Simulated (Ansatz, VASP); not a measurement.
**One calculation of Sn2Se, two programs**

INCAR

```
PREC = Accurate ; ENCUT = 600
EDIFF = 1E-7 ; ISMEAR = 0
SIGMA = 0.1 ; LREAL = F
LASPH = T ; NELM = 80
ALGO = Normal ; ISIF = 3
LWAVE = F ; LCHARG = F
GGA = PE ; IBRION = 2
NSW = 90 ; EDIFFG = -0.04
```

KPOINTS

```
Automatic mesh
0
Gamma
  6 6 6
```

The input POSCAR:

```
Sn2Se
1.0
    5.5817420868      0.0000000000      0.0000000000
   -2.7908710434      4.8339304445      0.0000000000
    0.0000000000      0.0000000000      2.9440921014
Sn Se
2 1
Direct
    0.3333333333      0.6666666667      0.0000000000
    0.6666666667      0.3333333333      0.0000000000
    0.0000000000      0.0000000000      0.0000000000
```

Input for Ansatz:

```yaml
crystal:
  lattice:
    - [5.5817420868, 0.0, 0.0]
    - [-2.7908710434, 4.8339304445, 0.0]
    - [0.0, 0.0, 2.9440921014]
  atoms:
    - { symbol: Sn, position: [0.3333333333, 0.6666666667, 0.0] }
    - { symbol: Sn, position: [0.6666666667, 0.3333333333, 0.0] }
    - { symbol: Se, position: [0.0, 0.0, 0.0] }
basis:
  ecutwfc: 420
kpoints:
  mp_grid: { grid: [6, 6, 6] }
hamiltonian:
  xc: pbe
scf:
  occupations: { method: gaussian, width: 0.1 }
  lower_state_search: "off"
output:
  forces: true
  stress: true
  eigenvalues: true
relax:
  adjacent_minimum: "off"
  f_tol: 0.04
  max_steps: 70
  cell: { stress_tol: 0.4 }
```

Alike in both runs: task relaxation of cell and atoms; functional PBE; k mesh 6 × 6 × 6; occupations gaussian, width 0.1 eV; no spin polarisation.

```csv
,VASP,Ansatz
version,VASP 6.6.1,Ansatz 0.2.0
potentials or method,"VASP PAW PBE potentials, release 64 (Sn_d, Se), cutoff 600 eV","scalar-relativistic, plane waves, PAW"
valence electrons in the cell,34,44
```

|  | VASP | Ansatz | Ansatz less VASP |
| --- | --- | --- | --- |
| gap on the k mesh at the Fermi level, each at its own relaxed structure (eV) | none | none | - |
| relaxed volume (Å³/atom) | 26.90 | 26.83 | -0.068 |
| relaxed cell length with the largest relative difference (Å) | 3.152 | 3.143 | -0.0096 |

A gap of «none» marks a metal or a gap that the smearing closes. VASP's potentials hold 34 valence electrons a cell and Ansatz's 44, so a difference there can come from the potentials and not from the codes.
